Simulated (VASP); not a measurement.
Rb2Al, 3 atoms in the cell. The cell holds a sheet with vacuum, 3 atoms: a = 6.997 Å, b = 6.997 Å, c = 23.800 Å, α = 90.00°, β = 90.00°, γ = 120.00°. 

```yaml
Program: VASP 6.6.1
Task: single point
Functional: PBE
Potentials_or_basis: VASP PAW PBE potentials, release 64 (Rb_sv, Al)
Cutoff: 520 eV
k_mesh: 9 × 9 × 1
Occupations: gaussian, width 0.1 eV
Spin: no spin polarisation
Dipole_correction: yes
Further_INCAR_settings: ALGO = Normal; EDIFF = 1e-06; NBANDS = 18
```

Potentials or basis: VASP PAW PBE potentials, release 64 (Rb_sv, Al).

Launch:

```sh
$ cat potpaw_PBE.64/Rb_sv/POTCAR potpaw_PBE.64/Al/POTCAR > POTCAR
$ mpirun -np 1 vasp_std > vasp.out
```

Hardware: 1 thread of Intel(R) Xeon(R) Platinum 8375C CPU @ 2.90GHz (Ice Lake) (shared host).

Q: How long does it take, and how much memory?

A: Run time: 8 min on 1 thread of Intel(R) Xeon(R) Platinum 8375C CPU @ 2.90GHz (Ice Lake) (shared host), peak memory 0.97 GiB. Counts: scf iterations 20, k points 12.
